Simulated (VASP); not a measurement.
# ZnS (P3m1) in VASP: a series of runs

ZnS is run at these levels: r2SCAN; tasks: single point.

Program: VASP 6.6.1. These are calculated values, not measurements. Logs are shortened: lines on timing, memory, paths and dates and some standing lists are left out, and cuts for length are marked.

**1. The cell of the first run**

Symmetry: P3m1, No. 156, trigonal system. The conventional cell has a = 3.811 Å, b = 3.811 Å, c = 6.234 Å, α = 90.00°, β = 90.00°, γ = 120.00°. Within 2.9 Å of Zn (site symmetry 3m) lie 3 S at 2.20 Å. Within 3.1 Å of Zn (site symmetry 3m) lie 4 S at 2.31 to 2.40 Å. S (site symmetry 3m) has 4 Zn at 2.31 to 3.00 Å within 3.1 Å. S (site symmetry 3m) has 4 Zn at 2.20 to 2.40 Å within 2.9 Å.

**2. Single point, r2SCAN (atom 1 (Zn) moved by (+0.000, -0.600) A along x and z)**

Contents of POSCAR:

```
ZnS
1.0
    3.8109987816      0.0000000000      0.0000000000
   -1.9054993908      3.3004217586      0.0000000000
    0.0000000000      0.0000000000      6.2340000000
Zn S
2 2
Direct
    0.3333333333      0.6666666667     -0.0962463908
    0.6666666667      0.3333333333      0.5000000000
    0.3333333333      0.6666666667      0.3850000000
    0.6666666667      0.3333333333      0.8850000000
```

Contents of INCAR.step1:

```
SYSTEM = ZnS
PREC = Accurate
ENCUT = 520
ISMEAR = 0
SIGMA = 0.05
LREAL = .FALSE.
LASPH = .TRUE.
NELM = 60
NBANDS = 26
GGA = PE
ALGO = Normal
EDIFF = 1E-4
LWAVE = .TRUE.
LCHARG = .FALSE.
```

Contents of INCAR.step2:

```
SYSTEM = ZnS
PREC = Accurate
ENCUT = 520
EDIFF = 1E-7
ISMEAR = 0
SIGMA = 0.05
LREAL = .FALSE.
LASPH = .TRUE.
NELM = 60
ALGO = Normal
ISIF = 2
LWAVE = .FALSE.
LCHARG = .TRUE.
METAGGA = R2SCAN
LMIXTAU = .TRUE.
LELF = .TRUE.
LVHAR = .TRUE.
NBANDS = 26
ISTART = 1
```

Contents of KPOINTS:

```
Automatic mesh
0
G
  6 6 4
  0 0 0
```

Potentials or basis: VASP PAW PBE potentials, release 64 (Zn, S).

Command:

```sh
> cat potpaw_PBE.64/Zn/POTCAR potpaw_PBE.64/S/POTCAR > POTCAR
> cp INCAR.step1 INCAR
> mpirun -np 1 vasp_std > vasp.out
> cp INCAR.step2 INCAR
> mpirun -np 1 vasp_std > vasp.out
```

OUTCAR:

```text
SYSTEM = ZnS
   PREC = Accurate
   ENCUT = 520
   EDIFF = 1E-7
   ISMEAR = 0
   LREAL = .FALSE.
   LASPH = .TRUE.
   NELM = 60
   ISIF = 2
   METAGGA = R2SCAN
   ISTART = 1

 ion  position               nearest neighbor table
   1  0.333  0.667  0.904-   4 2.20   4 2.20   4 2.20
   2  0.667  0.333  0.500-   3 2.31   3 2.31   3 2.31   4 2.40
   3  0.333  0.667  0.385-   2 2.31   2 2.31   2 2.31
   4  0.667  0.333  0.885-   1 2.20   1 2.20   1 2.20   2 2.40

  LATTYP: Found a hexagonal cell.
 ALAT       =     3.8109987816
 C/A-ratio  =     1.6357916539

  Lattice vectors:

 A1 = (   3.8109987816,   0.0000000000,   0.0000000000)
 A2 = (  -1.9054993908,   3.3004217586,   0.0000000000)
 A3 = (   0.0000000000,   0.0000000000,   6.2340000000)

Analysis of symmetry for initial positions (statically):
=====================================================================
 Subroutine PRICEL returns:
 Original cell was already a primitive cell.

 Routine SETGRP: Setting up the symmetry group for a
 hexagonal supercell.

 Subroutine GETGRP returns: Found  6 space group operations
 (whereof  6 operations were pure point group operations)
 out of a pool of 24 trial point group operations.

The static configuration has the point symmetry C_3v.

Analysis of symmetry for dynamics (positions and initial velocities):
=====================================================================
 Subroutine PRICEL returns:
 Original cell was already a primitive cell.

 Routine SETGRP: Setting up the symmetry group for a
 hexagonal supercell.

 Subroutine GETGRP returns: Found  6 space group operations
 (whereof  6 operations were pure point group operations)
 out of a pool of 24 trial point group operations.

The dynamic configuration has the point symmetry C_3v.

 Subroutine INISYM returns: Found  6 space group operations
 (whereof  6 operations are pure point group operations),
 and found     1 'primitive' translations

----------------------------------------------------------------------------------------

                                     Primitive cell

  volume of cell :      78.4106

  direct lattice vectors                    reciprocal lattice vectors
     3.810998782  0.000000000  0.000000000     0.262398405  0.151495789  0.000000000
    -1.905499391  3.300421759  0.000000000     0.000000000  0.302991579  0.000000000
     0.000000000  0.000000000  6.234000000     0.000000000  0.000000000  0.160410651

  length of vectors
     3.810998782  3.810998782  6.234000000     0.302991579  0.302991579  0.160410651

  position of ions in fractional coordinates (direct lattice)
     0.333333333  0.666666667  0.903753609
     0.666666667  0.333333333  0.500000000
     0.333333333  0.666666667  0.385000000
     0.666666667  0.333333333  0.885000000

  ion indices of the primitive-cell ions
   primitive index   ion index
                 1           1
                 2           2
                 3           3
                 4           4

----------------------------------------------------------------------------------------

 KPOINTS: Automatic mesh

Automatic generation of k-mesh.
 Grid dimensions read from file:
 generate k-points for:    6    6    4

 Generating k-lattice:

  Cartesian coordinates                     Fractional coordinates (reciprocal lattice)
     0.043733067  0.025249298  0.000000000     0.166666667  0.000000000  0.000000000
     0.000000000  0.050498596  0.000000000     0.000000000  0.166666667  0.000000000
     0.000000000  0.000000000  0.040102663     0.000000000  0.000000000  0.250000000

  Length of vectors
     0.050498596  0.050498596  0.040102663

  Shift w.r.t. Gamma in fractional coordinates (k-lattice)
     0.000000000  0.000000000  0.000000000

 Subroutine IBZKPT returns following result:
 ===========================================

 Found     24 irreducible k-points:

 Following reciprocal coordinates:
            Coordinates               Weight
  0.000000  0.000000  0.000000      1.000000
  0.166667  0.000000  0.000000      6.000000
  0.333333  0.000000  0.000000      6.000000
  0.500000  0.000000  0.000000      3.000000
  0.166667  0.166667  0.000000      6.000000
  0.333333  0.166667  0.000000     12.000000
[... 16 lines left out ...]
  0.333333  0.166667  0.500000     12.000000
  0.333333  0.333333  0.500000      2.000000
   k-points           NKPTS =     24   k-points in BZ     NKDIM =     24   number of bands    NBANDS=     26
   number of dos      NEDOS =    301   number of ions     NIONS =      4
   total plane-waves  NPLWV =  37632
   dimension x,y,z NGX =    28 NGY =   28 NGZ =   48
   dimension x,y,z NGXF=    56 NGYF=   56 NGZF=   96
   ions per type =               2   2
   NGX,Y,Z   is equivalent  to a cutoff of  12.21, 12.21, 12.80 a.u.
   NGXF,Y,Z  is equivalent  to a cutoff of  24.43, 24.43, 25.60 a.u.
 SYSTEM =  ZnS
   PREC   = accura    normal or accurate (medium, high low for compatibility)
[... 32 lines left out ...]
   LORBIT       =      0    0 simple, 1 ext, 2 COOP (PROOUT), +10 PAW based schemes
   METAGGA = R2SCAN    functional components
   LHFCALC =     F    Hartree Fock is set to
   AEXX    =    0.0000 exact exchange contribution
   IVDW    =     0    specifies the selected vdW correction
   LEPSILON=     F    determine dielectric tensor
   LRPA    =     F    only Hartree local field effects (RPA)
 non-spin polarized calculation
 Gauss-broadening in eV      SIGMA  =   0.05
  energy-cutoff  :      520.00
  volume of cell :       78.41
 maximum number of plane-waves:      2133
   NGX = 15   NGY = 15   NGZ = 23

 number of electron      35.9999982 magnetization

 Free energy of the ion-electron system (eV)
  ---------------------------------------------------
  ext. energy  EPLUGINS =         0.00000000
  ---------------------------------------------------
  free energy    TOTEN  =       -37.08490903 eV

  energy without entropy =      -37.08490903  energy(sigma->0) =      -37.08490903

 E-fermi :   2.4359     XC(G=0): -10.2794

 val. band max:        2.1567537862   @ k =   0.0000   0.0000   0.0000
 cond. band min:       4.2892238641   @ k =   0.0000   0.0000   0.0000
 fundamental gap:      2.1324700779
 Fermi energy:         2.4359488895

 k-point     1 :       0.0000    0.0000    0.0000
  band No.  band energies     occupation
      1     -12.5157      2.00000
      2     -10.5344      2.00000
      3      -5.6997      2.00000
      4      -5.6995      2.00000
      5      -4.8534      2.00000
      6      -4.8533      2.00000
[... 18 lines left out ...]
     25       9.8802      0.00000
     26      11.3904      0.00000

 k-point     2 :       0.1667    0.0000    0.0000
  band No.  band energies     occupation
      1     -12.3364      2.00000
      2     -10.3944      2.00000
      3      -5.7004      2.00000
      4      -5.6053      2.00000
      5      -4.9568      2.00000
      6      -4.8597      2.00000
[... 18 lines left out ...]
     25      10.4439      0.00000
     26      10.7589      0.00000

 k-point     3 :       0.3333    0.0000    0.0000
  band No.  band energies     occupation
      1     -11.9330      2.00000
      2     -10.0969      2.00000
      3      -5.6149      2.00000
      4      -5.3911      2.00000
      5      -5.0758      2.00000
      6      -4.8719      2.00000
[... 18 lines left out ...]
     25      11.1536      0.00000
     26      11.9149      0.00000

 k-point     4 :       0.5000    0.0000    0.0000
  band No.  band energies     occupation
      1     -11.7016      2.00000
      2      -9.9398      2.00000
      3      -5.4572      2.00000
      4      -5.2671      2.00000
      5      -5.1001      2.00000
      6      -4.8771      2.00000
[... 18 lines left out ...]
     25      11.3556      0.00000
     26      13.5481      0.00000
[... 496 lines left out ...]
      1     -11.9976      2.00000
      2     -10.2378      2.00000
      3      -5.6669      2.00000
      4      -5.4374      2.00000
      5      -5.0732      2.00000
      6      -4.8768      2.00000
[... 18 lines left out ...]
     25      11.0922      0.00000
     26      11.3213      0.00000

 k-point    23 :       0.3333    0.1667    0.5000
  band No.  band energies     occupation
      1     -11.6887      2.00000
      2      -9.9429      2.00000
      3      -5.5006      2.00000
      4      -5.2320      2.00000
      5      -5.1387      2.00000
      6      -4.8986      2.00000
[... 18 lines left out ...]
     25      11.3366      0.00000
     26      12.1087      0.00000

 k-point    24 :       0.3333    0.3333    0.5000
  band No.  band energies     occupation
      1     -11.5823      2.00000
      2      -9.8418      2.00000
      3      -5.3933      2.00000
      4      -5.1712      2.00000
      5      -5.1504      2.00000
      6      -4.9323      2.00000
[... 18 lines left out ...]
     25      11.7784      0.00000
     26      11.9169      0.00000

------------------------ aborting loop because EDIFF is reached ----------------------------------------

  FORCE on cell =-STRESS in cart. coord.  units (eV):
  Direction    XX          YY          ZZ          XY          YZ          ZX
  --------------------------------------------------------------------------------------
  -------------------------------------------------------------------------------------
  Total        2.4355599      2.4355599     -0.0758498      0.0000000      0.0000000      0.0000000
  in kB       49.7661851     49.7661851     -1.5498507      0.0000000      0.0000000      0.0000000
  external PRESSURE =      32.6608398 kB  Pullay stress =       0.0000000 kB

 VOLUME and BASIS-vectors are now :
 -----------------------------------------------------------------------------
  energy-cutoff  :      520.00
  volume of cell :       78.41
      direct lattice vectors                 reciprocal lattice vectors
     3.810998782  0.000000000  0.000000000     0.262398405  0.151495789  0.000000000
    -1.905499391  3.300421759  0.000000000     0.000000000  0.302991579  0.000000000
     0.000000000  0.000000000  6.234000000     0.000000000  0.000000000  0.160410651

 POSITION                                       TOTAL-FORCE (eV/Angst)
 -----------------------------------------------------------------------------------
     -0.00000      2.20028      5.63400        -0.000000      0.000000      0.890882
      1.90550      1.10014      3.11700         0.000000     -0.000000     -0.590459
     -0.00000      2.20028      2.40009        -0.000000     -0.000000     -0.121790
      1.90550      1.10014      5.51709        -0.000000     -0.000000     -0.178632
 -----------------------------------------------------------------------------------
    total drift:                                0.000023     -0.000012      0.030164

  FREE ENERGIE OF THE ION-ELECTRON SYSTEM (eV)
  ---------------------------------------------------
  free  energy   TOTEN  =       -37.0849090264 eV

  energy  without entropy=      -37.0849090264  energy(sigma->0) =      -37.08490903
```

It took 84 s on 1 thread of Intel Xeon 6975P-C (Granite Rapids), shared host; peak memory 0.21 GiB.

What came out:

```yaml
Free_energy: -37.0849 eV
Pressure: 3.3 GPa
Largest_force: 0.891 eV/Å
Band_gap_on_the_k_mesh: 2.13 eV, direct
```

Forces in eV/Å, atoms in the order of the input:
```
Zn   0.000  0.000  0.891
Zn   0.000  0.000 -0.590
S    0.000  0.000 -0.122
S    0.000  0.000 -0.179
```

Stress tensor (GPa, compression positive):
```
 4.98  0.00  0.00
 0.00  4.98  0.00
 0.00  0.00 -0.15
```

Caveat: the cell differs from its parent crystal (atom 1 (Zn) moved by (+0.000, -0.600) A along x and z); the PAW data sets were made with another functional, which shifts forces and pressure a little. A k mesh can miss the band edges.

**3. Single point, r2SCAN (atom 1 (Zn) moved by (+0.000, +0.600) A along x and z)**

POSCAR: that of step 2 with these lines changed.

```diff
@@ -8,3 +8,3 @@
 Direct
-    0.3333333333      0.6666666667     -0.0962463908
+    0.3333333333      0.6666666667      0.0962463908
     0.6666666667      0.3333333333      0.5000000000
```

Contents of INCAR.step1:

```
SYSTEM = ZnS
PREC = Accurate ; ENCUT = 520
ISMEAR = 0 ; SIGMA = 0.05
LREAL = .FALSE. ; LASPH = .TRUE.
NELM = 100 ; NBANDS = 26
GGA = PE ; ALGO = Normal
EDIFF = 1E-4 ; LWAVE = .TRUE.
LCHARG = .FALSE.
```

Contents of INCAR.step2:

```
SYSTEM = ZnS
PREC = Accurate ; ENCUT = 520
EDIFF = 1E-7 ; ISMEAR = 0
SIGMA = 0.05 ; LREAL = .FALSE.
LASPH = .TRUE. ; NELM = 100
ALGO = Normal ; ISIF = 2
LWAVE = .FALSE. ; LCHARG = .FALSE.
METAGGA = R2SCAN ; LMIXTAU = .TRUE.
NBANDS = 26 ; ISTART = 1
```

KPOINTS is that of step 2.

Potentials or basis: VASP PAW PBE potentials, release 64 (Zn, S).

Command:

```sh
> cat potpaw_PBE.64/Zn/POTCAR potpaw_PBE.64/S/POTCAR > POTCAR
> cp INCAR.step1 INCAR
> mpirun -np 1 vasp_std > vasp.out
> cp INCAR.step2 INCAR
> mpirun -np 1 vasp_std > vasp.out
```

Run time: 88 s. Hardware: 1 thread of Intel Xeon 6975P-C (Granite Rapids), shared host; peak memory 0.21 GiB.

Results (log left out):

| Property | Result |
| --- | --- |
| Free energy | -35.2205 eV |
| Pressure | 10.3 GPa |
| Largest force | 13.138 eV/Å |
| Band gap on the k mesh | 1.71 eV, direct |

Forces in eV/Å, atoms in the order of the input:
```
Zn    0.000   0.000 -13.138
Zn    0.000   0.000   1.577
S     0.000   0.000  10.546
S     0.000   0.000   1.015
```

Stress tensor (GPa, compression positive):
```
-1.26  0.00  0.00
 0.00 -1.26  0.00
 0.00  0.00 33.49
```

Levels at points of the mesh, in eV from the valence-band top:
| k point | band 15 | band 16 | band 17 | band 18 | band 19 | band 20 | band 21 | band 22 |
| --- | --- | --- | --- | --- | --- | --- | --- | --- |
| (0.00, 0.00, 0.00) | -2.29 | -1.03 | 0.00 | 0.00 | 1.71 | 3.44 | 5.60 | 5.60 |
| (0.50, 0.00, 0.00) | -3.53 | -3.52 | -2.57 | -0.65 | 2.87 | 4.26 | 4.68 | 5.84 |
| (0.00, 0.00, 0.50) | -2.18 | -2.18 | -0.18 | -0.18 | 2.57 | 4.47 | 5.71 | 5.71 |
| (0.50, 0.00, 0.50) | -3.31 | -2.65 | -1.86 | -1.04 | 2.52 | 3.10 | 4.62 | 6.15 |

Caveat: the cell differs from its parent crystal (atom 1 (Zn) moved by (+0.000, +0.600) A along x and z); the PAW data sets were made with another functional, which shifts forces and pressure a little.

**4. Single point, r2SCAN (atom 1 (Zn) moved by (+0.000, -0.300) A along x and z)**

POSCAR: that of step 3 with these lines changed.

```diff
@@ -8,3 +8,3 @@
 Direct
-    0.3333333333      0.6666666667      0.0962463908
+    0.3333333333      0.6666666667     -0.0481231954
     0.6666666667      0.3333333333      0.5000000000
```

Contents of INCAR.step1:

```
SYSTEM = ZnS
  PREC = Accurate
  ENCUT = 520
  ISMEAR = 0
  SIGMA = 0.05
  LREAL = .FALSE.
  LASPH = .TRUE.
  NELM = 60
  NBANDS = 26
  GGA = PE
  ALGO = Normal
  EDIFF = 1E-4
  LWAVE = .TRUE.
  LCHARG = .FALSE.
```

Contents of INCAR.step2:

```
SYSTEM = ZnS
  PREC = Accurate
  ENCUT = 520
  EDIFF = 1E-6
  ISMEAR = 0
  SIGMA = 0.05
  LREAL = .FALSE.
  LASPH = .TRUE.
  NELM = 60
  ALGO = Normal
  ISIF = 2
  LWAVE = .FALSE.
  LCHARG = .FALSE.
  METAGGA = R2SCAN
  LMIXTAU = .TRUE.
  NBANDS = 26
  ISTART = 1
```

KPOINTS is that of step 3.

Command:

```sh
> cat potpaw_PBE.64/Zn/POTCAR potpaw_PBE.64/S/POTCAR > POTCAR
> cp INCAR.step1 INCAR
> mpirun -np 1 vasp_std > vasp.out
> cp INCAR.step2 INCAR
> mpirun -np 1 vasp_std > vasp.out
```

Run time: 70 s. Hardware: 1 thread of Intel Xeon 6975P-C (Granite Rapids), shared host; peak memory 0.21 GiB.

Results (log left out):

| Quantity | Value |
| --- | --- |
| Free energy | -37.4247 eV |
| Pressure | 1.7 GPa |
| Largest force | 1.217 eV/Å |
| Band gap on the k mesh | 2.55 eV, direct |

Forces in eV/Å, atoms in the order of the input:
```
Zn   0.000  0.000  1.217
Zn   0.000  0.000 -0.194
S    0.000  0.000 -0.497
S    0.000  0.000 -0.527
```

Stress tensor (GPa, compression positive):
```
 3.18  0.00  0.00
 0.00  3.18  0.00
 0.00  0.00 -1.41
```

Levels at points of the mesh, in eV from the valence-band top:
```
           k point  band 16  band 17  band 18  band 19  band 20  band 21
(0.00, 0.00, 0.00)    -0.07     0.00     0.00     2.55     3.37     6.46
(0.50, 0.00, 0.00)    -2.72    -1.42    -1.15     3.59     4.80     5.38
(0.00, 0.00, 0.50)    -1.01    -0.15    -0.15     3.34     4.25     6.58
(0.50, 0.00, 0.50)    -1.74    -1.42    -1.17     3.77     4.04     5.05
```

Caveat: the cell differs from its parent crystal (atom 1 (Zn) moved by (+0.000, -0.300) A along x and z); the PAW data sets were made with another functional, which shifts forces and pressure a little.

**5. Single point, r2SCAN (atom 1 (Zn) moved by (+0.000, +0.300) A along x and z)**

POSCAR: that of step 4 with these lines changed.

```diff
@@ -8,3 +8,3 @@
 Direct
-    0.3333333333      0.6666666667     -0.0481231954
+    0.3333333333      0.6666666667      0.0481231954
     0.6666666667      0.3333333333      0.5000000000
```

Contents of INCAR.step1:

```
PREC     = Accurate       # precision mode
ENCUT    = 520            # plane-wave cutoff, eV
ISMEAR   = 0              # smearing method
SIGMA    = 0.05           # smearing width, eV
LREAL    = False          # projectors in reciprocal space
LASPH    = True           # aspherical terms in the spheres
NELM     = 80             # most SCF steps
NBANDS   = 26             # bands
GGA      = PE             # functional
ALGO     = Normal         # electronic algorithm
EDIFF    = 1E-4           # SCF threshold, eV
LWAVE    = True           # write WAVECAR
LCHARG   = False          # write CHGCAR
```

Contents of INCAR.step2:

```
PREC     = Accurate       # precision mode
ENCUT    = 520            # plane-wave cutoff, eV
EDIFF    = 1E-6           # SCF threshold, eV
ISMEAR   = 0              # smearing method
SIGMA    = 0.05           # smearing width, eV
LREAL    = False          # projectors in reciprocal space
LASPH    = True           # aspherical terms in the spheres
NELM     = 80             # most SCF steps
ALGO     = Normal         # electronic algorithm
ISIF     = 2              # what is computed and relaxed
LWAVE    = False          # write WAVECAR
LCHARG   = False          # write CHGCAR
METAGGA  = R2SCAN         # meta-GGA
LMIXTAU  = True         
NBANDS   = 26             # bands
ISTART   = 1
```

Contents of KPOINTS:

```
Automatic mesh
0
Gamma
  6 6 4
```

Command:

```sh
> cat potpaw_PBE.64/Zn/POTCAR potpaw_PBE.64/S/POTCAR > POTCAR
> cp INCAR.step1 INCAR
> mpirun -np 1 vasp_std > vasp.out
> cp INCAR.step2 INCAR
> mpirun -np 1 vasp_std > vasp.out
```

Wall time 77 s (1 thread of Intel Xeon 6975P-C (Granite Rapids), shared host); peak memory 0.22 GiB.

Results (log left out):

```
Free energy            : -37.3774 eV
Pressure               : 1.4 GPa
Largest force          : 3.066 eV/Å
Band gap on the k mesh : 2.41 eV, direct
```

Forces in eV/Å, atoms in the order of the input:
```
Zn   0.000  0.000 -3.066
Zn   0.000  0.000  0.911
S    0.000  0.000  1.845
S    0.000  0.000  0.311
```

Stress tensor (GPa, compression positive):
```
-0.90  0.00  0.00
 0.00 -0.90  0.00
 0.00  0.00  5.97
```

Levels at points of the mesh, in eV from the valence-band top:
| k point | band 15 | band 16 | band 17 | band 18 | band 19 | band 20 | band 21 | band 22 |
| --- | --- | --- | --- | --- | --- | --- | --- | --- |
| (0.00, 0.00, 0.00) | -1.41 | -0.40 | 0.00 | 0.00 | 2.41 | 3.58 | 6.40 | 6.40 |
| (0.50, 0.00, 0.00) | -3.54 | -2.74 | -2.04 | -0.80 | 3.64 | 4.74 | 5.12 | 6.83 |
| (0.00, 0.00, 0.50) | -1.22 | -1.22 | -0.24 | -0.24 | 3.40 | 4.44 | 6.60 | 6.60 |
| (0.50, 0.00, 0.50) | -2.42 | -2.19 | -1.66 | -1.25 | 3.42 | 3.76 | 5.21 | 5.97 |

Caveat: the cell differs from its parent crystal (atom 1 (Zn) moved by (+0.000, +0.300) A along x and z); the PAW data sets were made with another functional, which shifts forces and pressure a little.
